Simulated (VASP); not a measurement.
# GaSb (F-43m) in VASP: further runs

GaSb is run at these levels: PBE-based screened hybrid with 50 % exact exchange, r2SCAN; tasks: single point.

Program: VASP 6.6.1. These are calculated values, not measurements. Logs are shortened: lines on timing, memory, paths and dates and some standing lists are left out, and cuts for length are marked.

## 1. The cell of the first run

Symmetry: F-43m, No. 216, cubic system. The conventional cell has a = 6.132 Å, b = 6.132 Å, c = 6.132 Å, α = 90.00°, β = 90.00°, γ = 90.00°. Ga (site symmetry -43m) has 4 Sb at 2.66 Å within 3.5 Å. Within 3.5 Å of Sb (site symmetry -43m) lie 4 Ga at 2.66 Å.

## 2. Single point, PBE-based screened hybrid with 50 % exact exchange

Contents of POSCAR:

```
GaSb
1.0
    0.0000000000      3.0658788003      3.0658788003
    3.0658788003      0.0000000000      3.0658788003
    3.0658788003      3.0658788003      0.0000000000
Ga Sb
1 1
Direct
    0.0000000000      0.0000000000      0.0000000000
    0.2500000000      0.2500000000      0.2500000000
```

Contents of INCAR.step1:

```
PREC = Accurate
ENCUT = 400
EDIFF = 1E-5
ISMEAR = -1
SIGMA = 0.02
LREAL = False
LASPH = True
NELM = 120
ALGO = Normal
ISIF = 2
LWAVE = True
LCHARG = False
NBANDS = 21
GGA = PE
GGA_COMPAT = False
```

Contents of INCAR.step2:

```
PREC = Accurate
ENCUT = 400
EDIFF = 1E-6
ISMEAR = -1
SIGMA = 0.02
LREAL = False
LASPH = True
NELM = 120
ALGO = Normal
ISIF = 2
LWAVE = False
LCHARG = False
GGA = PE
LHFCALC = True
AEXX = 0.5
HFSCREEN = 0.3
PRECFOCK = Normal
NBANDS = 21
ISTART = 1
GGA_COMPAT = False
```

Contents of KPOINTS:

```
Automatic mesh
0
Gamma
  4 4 4
```

Potentials or basis: VASP PAW PBE potentials, release 64 (Ga_d, Sb_d_GW).

Run with:

```console
$ cat potpaw_PBE.64/Ga_d/POTCAR potpaw_PBE.64/Sb_d_GW/POTCAR > POTCAR
$ cp INCAR.step1 INCAR
$ mpirun -np 1 vasp_std > vasp.out
$ cp INCAR.step2 INCAR
$ mpirun -np 1 vasp_std > vasp.out
```

OUTCAR:

```text
PREC = Accurate
   ENCUT = 400
   EDIFF = 1E-6
   ISMEAR = -1
   LREAL = False
   LASPH = True
   NELM = 120
   ISIF = 2
   GGA = PE
   LHFCALC = True
   AEXX = 0.5
   HFSCREEN = 0.3
   PRECFOCK = Normal
   ISTART = 1

 ion  position               nearest neighbor table
   1  0.000  0.000  0.000-   2 2.66   2 2.66   2 2.66   2 2.66
   2  0.250  0.250  0.250-   1 2.66   1 2.66   1 2.66   1 2.66

  LATTYP: Found a face centered cubic cell.
 ALAT       =     6.1317576006

  Lattice vectors:

 A1 = (   0.0000000000,   3.0658788003,   3.0658788003)
 A2 = (   3.0658788003,   0.0000000000,   3.0658788003)
 A3 = (   3.0658788003,   3.0658788003,   0.0000000000)

Analysis of symmetry for initial positions (statically):
=====================================================================
 Subroutine PRICEL returns:
 Original cell was already a primitive cell.

 Routine SETGRP: Setting up the symmetry group for a
 face centered cubic supercell.

 Subroutine GETGRP returns: Found 24 space group operations
 (whereof 24 operations were pure point group operations)
 out of a pool of 48 trial point group operations.

The static configuration has the point symmetry T_d .

Analysis of symmetry for dynamics (positions and initial velocities):
=====================================================================
 Subroutine PRICEL returns:
 Original cell was already a primitive cell.

 Routine SETGRP: Setting up the symmetry group for a
 face centered cubic supercell.

 Subroutine GETGRP returns: Found 24 space group operations
 (whereof 24 operations were pure point group operations)
 out of a pool of 48 trial point group operations.

The dynamic configuration has the point symmetry T_d .

 Subroutine INISYM returns: Found 24 space group operations
 (whereof 24 operations are pure point group operations),
 and found     1 'primitive' translations

----------------------------------------------------------------------------------------

                                     Primitive cell

  volume of cell :      57.6361

  direct lattice vectors                    reciprocal lattice vectors
     0.000000000  3.065878800  3.065878800    -0.163085377  0.163085377  0.163085377
     3.065878800  0.000000000  3.065878800     0.163085377 -0.163085377  0.163085377
     3.065878800  3.065878800  0.000000000     0.163085377  0.163085377 -0.163085377

  length of vectors
     4.335807380  4.335807380  4.335807380     0.282472159  0.282472159  0.282472159

  position of ions in fractional coordinates (direct lattice)
     0.000000000  0.000000000  0.000000000
     0.250000000  0.250000000  0.250000000

  ion indices of the primitive-cell ions
   primitive index   ion index
                 1           1
                 2           2

----------------------------------------------------------------------------------------

 KPOINTS: Automatic mesh

Automatic generation of k-mesh.
 Grid dimensions read from file:
 generate k-points for:    4    4    4

 Generating k-lattice:

  Cartesian coordinates                     Fractional coordinates (reciprocal lattice)
    -0.040771344  0.040771344  0.040771344     0.250000000  0.000000000  0.000000000
     0.040771344 -0.040771344  0.040771344     0.000000000  0.250000000  0.000000000
     0.040771344  0.040771344 -0.040771344     0.000000000  0.000000000  0.250000000

  Length of vectors
     0.070618040  0.070618040  0.070618040

  Shift w.r.t. Gamma in fractional coordinates (k-lattice)
     0.000000000  0.000000000  0.000000000

 Subroutine IBZKPT returns following result:
 ===========================================

 Found      8 irreducible k-points:

 Following reciprocal coordinates:
            Coordinates               Weight
  0.000000  0.000000  0.000000      1.000000
  0.250000  0.000000  0.000000      8.000000
  0.500000  0.000000  0.000000      4.000000
  0.250000  0.250000  0.000000      6.000000
  0.500000  0.250000  0.000000     24.000000
 -0.250000  0.250000  0.000000     12.000000
  0.500000  0.500000  0.000000      3.000000
 -0.250000  0.500000  0.250000      6.000000
   k-points           NKPTS =      8   k-points in BZ     NKDIM =     64   number of bands    NBANDS=     21
   number of dos      NEDOS =    301   number of ions     NIONS =      2
   total plane-waves  NPLWV =  21952
   dimension x,y,z NGX =    28 NGY =   28 NGZ =   28
   dimension x,y,z NGXF=    56 NGYF=   56 NGZF=   56
   ions per type =               1   1
   NGX,Y,Z   is equivalent  to a cutoff of  10.74, 10.74, 10.74 a.u.
   NGXF,Y,Z  is equivalent  to a cutoff of  21.47, 21.47, 21.47 a.u.
 SYSTEM =  unknown system
   PREC   = accura    normal or accurate (medium, high low for compatibility)
   ISTART =      1    job   : 0-new  1-cont  2-samecut
   ICHARG =      0    charge: 1-file 2-atom 10-const
   ISPIN  =      1    spin polarized calculation?
   LNONCOLLINEAR =      F non collinear calculations
   LSORBIT =      F    spin-orbit coupling
   LASPH  =      T    aspherical Exc in radial PAW
   ENCUT  =  400.0 eV  29.40 Ry    5.42 a.u.   7.07  7.07  7.07*2*pi/ulx,y,z
   NELM   =    120;   NELMIN=  2; NELMDL=  0     # of ELM steps
   EDIFF  = 0.1E-05   stopping-criterion for ELM
   LREAL  =      F    real-space projection
   EDIFFG = 0.1E-04   stopping-criterion for IOM
   NSW    =      0    number of steps for IOM
   IBRION =     -1    ionic relax: 0-MD 1-quasi-New 2-CG
   NFREE  =      0    steps in history (QN), initial steepest desc. (CG)
   ISIF   =      2    stress and relaxation
   ISYM   =      3    0-nonsym 1-usesym 2-fastsym
   POTIM  = 0.5000    time-step for ionic-motion
   TEBEG  =    0.0;   TEEND  =   0.0 temperature during run
   PSTRESS=    0.0 pullay stress
   NELECT =      28.0000    total number of electrons
   NUPDOWN=      -1.0000    fix difference up-down
   EMIN   =  10.00;   EMAX   =-10.00  energy-range for DOS
   EFERMI =   0.00;   METHOD = LEGACY
   ISMEAR =    -1;   SIGMA  =   0.02  broadening in eV -4-tet -1-fermi 0-gaus
   EFERMI_NEDOS =   21; number of points for ismear=-14 and -15
   IALGO  =     38    algorithm
   IMIX   =      1    mixing-type and parameters
     AMIX     =   0.40;   BMIX     =  1.00
     AMIX_MAG =   1.60;   BMIX_MAG =  1.00
  volume/ion in A,a.u.               =      28.82       194.47
  Fermi-wavevector in a.u.,A,eV,Ry     =   1.286953  2.431988 22.534606  1.656247
  Thomas-Fermi vector in A             =   2.418996
   LORBIT       =      0    0 simple, 1 ext, 2 COOP (PROOUT), +10 PAW based schemes
   GGA     = PE    functional components
   LHFCALC =     T    Hartree Fock is set to
   PRECFOCK=normal    Normal, Fast or Accurate (Low or Medium for compatibility)
   ENCUT4O =  -1.0   cutoff for four orbital integrals eV
   NKREDX  =     1    reduce k-point grid by
   NKREDY  =     1    reduce k-point grid by
   NKREDZ  =     1    reduce k-point grid by
   AEXX    =    0.5000 exact exchange contribution
   HFSCREEN=    0.3000 screening length (either q_TF or 0.3 A-1)
   HFSCREENC=   0.3000 screening length for correlation (either q_TF or 0.3 A-1)
   ENCUTFOCK=  -1.0 apply spherical cutoff to Coloumb kernel
   IVDW    =     0    specifies the selected vdW correction
   LEPSILON=     F    determine dielectric tensor
   LRPA    =     F    only Hartree local field effects (RPA)
 non-spin polarized calculation
  energy-cutoff  :      400.00
  volume of cell :       57.64
 maximum number of plane-waves:      1056
  NGX = 24; NGY = 24; NGZ = 24

 number of electron      28.0000030 magnetization

 Free energy of the ion-electron system (eV)
  ---------------------------------------------------
  ext. energy  EPLUGINS =         0.00000000
  ---------------------------------------------------
  free energy    TOTEN  =        -9.56016416 eV

  energy without entropy =       -9.56016416  energy(sigma->0) =       -9.56016416

 E-fermi :   3.7911     XC(G=0):  -6.4221

 val. band max:        3.2372129576   @ k =   0.0000   0.0000   0.0000
 cond. band min:       4.6605002221   @ k =   0.0000   0.0000   0.0000
 fundamental gap:      1.4232872645
 Fermi energy:         3.7910602752

 k-point     1 :       0.0000    0.0000    0.0000
  band No.  band energies     occupation
      1     -29.6633      2.00000
      2     -29.6633      2.00000
      3     -29.6633      2.00000
      4     -29.6354      2.00000
      5     -29.6354      2.00000
      6     -16.8913      2.00000
[... 13 lines left out ...]
     20      13.3106      0.00000
     21      13.3106      0.00000

 k-point     2 :       0.2500    0.0000    0.0000
  band No.  band energies     occupation
      1     -29.6629      2.00000
      2     -29.6616      2.00000
      3     -29.6616      2.00000
      4     -29.6351      2.00000
      5     -29.6351      2.00000
      6     -16.8979      2.00000
[... 13 lines left out ...]
     20      12.1296      0.00000
     21      12.1296      0.00000

 k-point     3 :       0.5000    0.0000    0.0000
  band No.  band energies     occupation
      1     -29.6625      2.00000
      2     -29.6602      2.00000
      3     -29.6602      2.00000
      4     -29.6346      2.00000
      5     -29.6346      2.00000
      6     -16.9046      2.00000
[... 13 lines left out ...]
     20      14.8160      0.00000
     21      14.8160      0.00000

 k-point     4 :       0.2500    0.2500    0.0000
  band No.  band energies     occupation
      1     -29.6646      2.00000
      2     -29.6599      2.00000
      3     -29.6599      2.00000
      4     -29.6362      2.00000
      5     -29.6336      2.00000
      6     -16.9050      2.00000
[... 13 lines left out ...]
     20      13.8629      0.00000
     21      14.2340      0.00000

 k-point     5 :       0.5000    0.2500    0.0000
  band No.  band energies     occupation
      1     -29.6639      2.00000
      2     -29.6589      2.00000
      3     -29.6584      2.00000
      4     -29.6359      2.00000
      5     -29.6334      2.00000
      6     -16.9110      2.00000
[... 13 lines left out ...]
     20      15.0054      0.00000
     21      15.2901      0.00000

 k-point     6 :      -0.2500    0.2500    0.0000
  band No.  band energies     occupation
      1     -29.6622      2.00000
      2     -29.6603      2.00000
      3     -29.6600      2.00000
      4     -29.6348      2.00000
      5     -29.6346      2.00000
      6     -16.9061      2.00000
[... 13 lines left out ...]
     20      13.4299      0.00000
     21      15.5304      0.00000

 k-point     7 :       0.5000    0.5000    0.0000
  band No.  band energies     occupation
      1     -29.6663      2.00000
      2     -29.6566      2.00000
      3     -29.6566      2.00000
      4     -29.6369      2.00000
      5     -29.6320      2.00000
      6     -16.9180      2.00000
[... 13 lines left out ...]
     20      15.9732      0.00000
     21      16.3183      0.00000

 k-point     8 :      -0.2500    0.5000    0.2500
  band No.  band energies     occupation
      1     -29.6628      2.00000
      2     -29.6603      2.00000
      3     -29.6567      2.00000
      4     -29.6358      2.00000
      5     -29.6333      2.00000
      6     -16.9134      2.00000
[... 13 lines left out ...]
     20      15.2679      0.00000
     21      16.3193      0.00000

------------------------ aborting loop because EDIFF is reached ----------------------------------------

  FORCE on cell =-STRESS in cart. coord.  units (eV):
  Direction    XX          YY          ZZ          XY          YZ          ZX
  --------------------------------------------------------------------------------------
  -------------------------------------------------------------------------------------
  Total       -0.3434087     -0.3434087     -0.3434087     -0.0000000      0.0000000     -0.0000000
  in kB       -9.5461212     -9.5461212     -9.5461212     -0.0000000      0.0000000     -0.0000000
  external PRESSURE =      -9.5461212 kB  Pullay stress =       0.0000000 kB

 VOLUME and BASIS-vectors are now :
 -----------------------------------------------------------------------------
  energy-cutoff  :      400.00
  volume of cell :       57.64
      direct lattice vectors                 reciprocal lattice vectors
     0.000000000  3.065878800  3.065878800    -0.163085377  0.163085377  0.163085377
     3.065878800  0.000000000  3.065878800     0.163085377 -0.163085377  0.163085377
     3.065878800  3.065878800  0.000000000     0.163085377  0.163085377 -0.163085377

 POSITION                                       TOTAL-FORCE (eV/Angst)
 -----------------------------------------------------------------------------------
      0.00000      0.00000      0.00000         0.000000      0.000000      0.000000
      1.53294      1.53294      1.53294        -0.000000     -0.000000     -0.000000
 -----------------------------------------------------------------------------------
    total drift:                               -0.000005      0.000040     -0.000002

  FREE ENERGIE OF THE ION-ELECTRON SYSTEM (eV)
  ---------------------------------------------------
  free  energy   TOTEN  =        -9.5601641603 eV

  energy  without entropy=       -9.5601641603  energy(sigma->0) =       -9.56016416
```

It took 13 min on 1 thread of AMD EPYC 9R45 (Zen 5), shared host; peak memory 0.26 GiB.

Results:

```
Free energy            : -9.5602 eV
Pressure               : -1.0 GPa
Band gap on the k mesh : 1.42 eV
```

Caveat: the k points lie up to 0.44 Å⁻¹ apart; the PAW data sets were made with another functional, which shifts forces and pressure a little; spin-orbit coupling is left out, which moves the levels of the heavy elements. A k mesh can miss the band edges.

## 3. Single point, r2SCAN

POSCAR is that of step 2.

Contents of INCAR.step1:

```
PREC     = Accurate       # precision mode
ENCUT    = 550            # plane-wave cutoff, eV
ISMEAR   = -1             # smearing method
SIGMA    = 0.05           # smearing width, eV
LREAL    = False          # projectors in reciprocal space
LASPH    = True           # aspherical terms in the spheres
NELM     = 120            # most SCF steps
NBANDS   = 21             # bands
GGA      = PE             # functional
ALGO     = Normal         # electronic algorithm
EDIFF    = 1E-5           # SCF threshold, eV
LWAVE    = True           # write WAVECAR
LCHARG   = False          # write CHGCAR
GGA_COMPAT= False
```

Contents of INCAR.step2:

```
PREC     = Accurate       # precision mode
ENCUT    = 550            # plane-wave cutoff, eV
EDIFF    = 1E-6           # SCF threshold, eV
ISMEAR   = -1             # smearing method
SIGMA    = 0.05           # smearing width, eV
LREAL    = False          # projectors in reciprocal space
LASPH    = True           # aspherical terms in the spheres
NELM     = 120            # most SCF steps
ALGO     = Normal         # electronic algorithm
ISIF     = 2              # what is computed and relaxed
LWAVE    = False          # write WAVECAR
LCHARG   = False          # write CHGCAR
METAGGA  = R2SCAN         # meta-GGA
LMIXTAU  = True         
NBANDS   = 21             # bands
ISTART   = 1            
GGA_COMPAT= False
```

Contents of KPOINTS:

```
regular mesh
0
Gamma
  6 6 6
```

Potentials or basis: VASP PAW PBE potentials, release 64 (Ga_d, Sb_d_GW).

Run with:

```console
$ cat potpaw_PBE.64/Ga_d/POTCAR potpaw_PBE.64/Sb_d_GW/POTCAR > POTCAR
$ cp INCAR.step1 INCAR
$ mpirun -np 1 vasp_std > vasp.out
$ cp INCAR.step2 INCAR
$ mpirun -np 1 vasp_std > vasp.out
```

It took 1.9 min on 1 thread of Intel Xeon Platinum 8375C at 2.90GHz (Ice Lake), shared host; peak memory 0.23 GiB.

The run converged. Its results:

| Quantity | Value |
| --- | --- |
| Free energy | -37.6117 eV |
| Pressure | 0.0 GPa |
| Band gap on the k mesh | 0.40 eV |

Levels at points of the mesh, in eV from the valence-band top:
| k point | band 11 | band 12 | band 13 | band 14 | band 15 | band 16 | band 17 | band 18 |
| --- | --- | --- | --- | --- | --- | --- | --- | --- |
| (0.00, 0.00, 0.00) | -11.88 | 0.00 | 0.00 | 0.00 | 0.40 | 2.99 | 2.99 | 2.99 |
| (0.50, 0.00, 0.00) | -10.18 | -6.54 | -1.20 | -1.20 | 0.67 | 4.03 | 4.03 | 6.93 |
| (0.50, 0.50, 0.00) | -9.31 | -7.00 | -2.67 | -2.67 | 1.13 | 1.50 | 9.25 | 9.25 |

Caveat: semilocal functionals underestimate gaps, and a narrow one can read as zero; the PAW data sets were made with another functional, which shifts forces and pressure a little; spin-orbit coupling is left out, which moves the levels of the heavy elements.
